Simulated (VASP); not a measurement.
Set up this calculation in VASP 6.6.1, as the native input.

- Task: single point
- Functional: PBE
- Potentials or basis: VASP PAW PBE potentials, release 64 (Mg, Ge_d, N)
- Cutoff: 520 eV
- k mesh: 12 × 12 × 12
- Occupations: gaussian, width 0.1 eV
- Spin: no spin polarisation
- Dipole correction: no
- Further INCAR settings: ALGO = Normal; EDIFF = 1e-07; NBANDS = 26

The structure of Mg2GeN3 lies in POSCAR:

```
Mg2GeN3
1.0
   -1.5147101449      4.9740056044      2.4956276595
    1.5147101449     -4.9740056044      2.4956276595
    1.5147101449      4.9740056044     -2.4956276595
Mg Ge N
2 1 3
Direct
    0.6762605667      0.0117946421      0.6644659246
    0.3473287176      0.0117946421      0.3355340754
    0.0077490646      0.0077490646      0.0000000000
    0.0651609600      0.2202763720      0.8448845880
    0.3753917840      0.2202763720      0.1551154120
    0.7781089072      0.2781089072      0.5000000000
```

One way to write it, as run:

INCAR

```
PREC = Accurate
ENCUT = 520
EDIFF = 1E-7
ISMEAR = 0
SIGMA = 0.1
LREAL = False
LASPH = True
NELM = 80
ALGO = Normal
ISIF = 2
LWAVE = False
LCHARG = False
GGA = PE
NBANDS = 26
```

KPOINTS

```
regular mesh
0
Gamma
  12 12 12
```

Potentials or basis: VASP PAW PBE potentials, release 64 (Mg, Ge_d, N).

Launch:

```bash
$ cat potpaw_PBE.64/Mg/POTCAR potpaw_PBE.64/Ge_d/POTCAR potpaw_PBE.64/N/POTCAR > POTCAR
$ mpirun -np 1 vasp_std > vasp.out
```

Results of the run:

| Item | Value |
| --- | --- |
| Pressure | -0.3 GPa |
| Largest force | 0.011 eV/Å |
| Band gap on the k mesh | zero (an odd number of electrons rules out a gap without spin polarisation) |

Caveat: an odd number of electrons without spin polarisation forces a metal; a magnetic or distorted state may lie lower.

Run time: 23 min on 1 thread of Oxide Virtual Turin-like Processor, on a shared host, peak memory 0.69 GiB.
